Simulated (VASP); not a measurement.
BaTiO3, 5 atoms in the cell. Symmetry: P4mm, No. 99, tetragonal system. Conventional cell: a = 3.926 Å, b = 3.926 Å, c = 4.328 Å, α = 90.00°, β = 90.00°, γ = 90.00°. Ba (site symmetry 4mm) has 12 O at 2.78 to 3.02 Å and 8 Ti at 3.47 to 3.57 Å within 3.7 Å. Ti (site symmetry 4mm) has 6 O at 1.87 to 2.46 Å within 2.5 Å. O (site symmetry 4mm) has 2 Ti at 1.87 to 2.46 Å within 2.5 Å. Within 2.6 Å of O (site symmetry 2mm) lie 2 Ti at 1.97 Å.  This cell differs from its parent crystal: strain -0.015 along x and y, +0.030 along z.

* Program: VASP 6.6.1
* Task: single point
* Functional: PBE
* Potentials or basis: VASP PAW PBE potentials, release 64 (Ba_sv, Ti_sv, O)
* Cutoff: 520 eV
* k mesh: 8 × 8 × 6
* Occupations: gaussian, width 0.05 eV
* Spin: no spin polarisation
* Dipole correction: no
* Further INCAR settings: ALGO = Normal; EDIFF = 1e-07; NBANDS = 28

Potentials or basis: VASP PAW PBE potentials, release 64 (Ba_sv, Ti_sv, O).

Command:

```bash
$ cat potpaw_PBE.64/Ba_sv/POTCAR potpaw_PBE.64/Ti_sv/POTCAR potpaw_PBE.64/O/POTCAR > POTCAR
$ mpirun -np 1 vasp_std > vasp.out
```

Hardware: 1 thread of Intel(R) Xeon(R) 6975P-C (Granite Rapids), with other jobs on the host.

Question: How long does it take, and how much memory?

Answer: Run time: 51 s on 1 thread of Intel(R) Xeon(R) 6975P-C (Granite Rapids) (shared host), peak memory 0.25 GiB. Counts: scf iterations 18, k points 60.
